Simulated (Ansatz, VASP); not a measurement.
KBr in VASP and in Ansatz

```xyz
2
Lattice="4.0435 0.0000 0.0000 0.0000 4.0435 0.0000 0.0000 0.0000 4.0435" Properties=species:S:1:pos:R:3 pbc="T T T"
Br    2.0217    2.0217    2.0217
K     0.0000    0.0000    0.0000
```

Alike in both runs: task single point; functional r2SCAN; dispersion rVV10; k mesh 7 × 7 × 7; occupations tetrahedron; no spin polarisation.

```csv
,VASP,Ansatz
version,VASP 6.6.1,Ansatz 0.2.0
potentials or method,"VASP PAW PBE potentials, release 64 (Br, K_sv)",JTH PAW
plane-wave cutoff (eV),550,690
valence electrons in the cell,16,16
```

|  | VASP | Ansatz | Ansatz less VASP |
| --- | --- | --- | --- |
| gap on the k mesh at the Fermi level (eV) | 4.53 | 4.53 | -0.007 |
| least direct gap on the mesh (eV) | 4.77 | 4.77 | -0.007 |
| pressure (GPa) | -1.4 | -1.4 | 0.00 |

VASP's potentials were made for PBE, not for r2SCAN.

Noted on Ansatz's run: odd divisions of the mesh miss points on the zone boundary, where band edges often lie, so the gap on the mesh can be too wide.
